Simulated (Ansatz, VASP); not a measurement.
BAs in VASP and in Ansatz

File INCAR:

```
  ALGO = Normal
  EDIFF = 1E-6
  ENCUT = 500
  GGA = PS
  GGA_COMPAT = F
  ISIF = 2
  ISMEAR = 0
  IVDW = 13
  LASPH = T
  LCHARG = F
  LREAL = F
  LWAVE = F
  NBANDS = 11
  NELM = 120
  PREC = Accurate
  SIGMA = 0.01
```

File KPOINTS:

```
k-points
0
Gamma
  6 6 6
```

Contents of POSCAR:

```
BAs
1.0
    0.0000000000      2.3918698977      2.3918698977
    2.3918698977      0.0000000000      2.3918698977
    2.3918698977      2.3918698977      0.0000000000
B As
1 1
Direct
    0.0000000000      0.0000000000      0.0000000000
    0.2500000000      0.2500000000      0.2500000000
```

Input for Ansatz:

```yaml
crystal:
  lattice:
    - [0.0, 2.3918698977, 2.3918698977]
    - [2.3918698977, 0.0, 2.3918698977]
    - [2.3918698977, 2.3918698977, 0.0]
  atoms:
    - { symbol: B, position: [0.0, 0.0, 0.0] }
    - { symbol: As, position: [0.25, 0.25, 0.25] }
kpoints:
  mp_grid: { grid: [6, 6, 6] }
hamiltonian:
  xc: pbesol
  dispersion: d4
scf:
  occupations: { method: fixed }
  n_extra_bands: 4
output:
  forces: true
  stress: true
  eigenvalues: true
```

Alike in both runs: task single point; functional PBEsol; dispersion D4; k mesh 6 × 6 × 6; no spin polarisation.

|  | VASP | Ansatz |
| --- | --- | --- |
| version | VASP 6.6.1 | Ansatz 0.2.0 |
| potentials or method | VASP PAW PBE potentials, release 64 (B, As) | plane waves |
| plane-wave cutoff (eV) | 500 | 420 |
| occupations | gaussian, width 0.01 eV | fixed |
| valence electrons in the cell | 8 | 18 |

VASP gave:

```
gap on the k mesh at the Fermi level (eV) : 1.18
pressure (GPa)                            : -3.0
```

**Question.** Which values does Ansatz return?

**Answer.** gap on the k mesh at the Fermi level (eV): 1.19; pressure (GPa): -3.8.

VASP's potentials were made for PBE, not for PBEsol. VASP's potentials hold 8 valence electrons a cell and Ansatz's 18, so a difference there can come from the potentials and not from the codes.
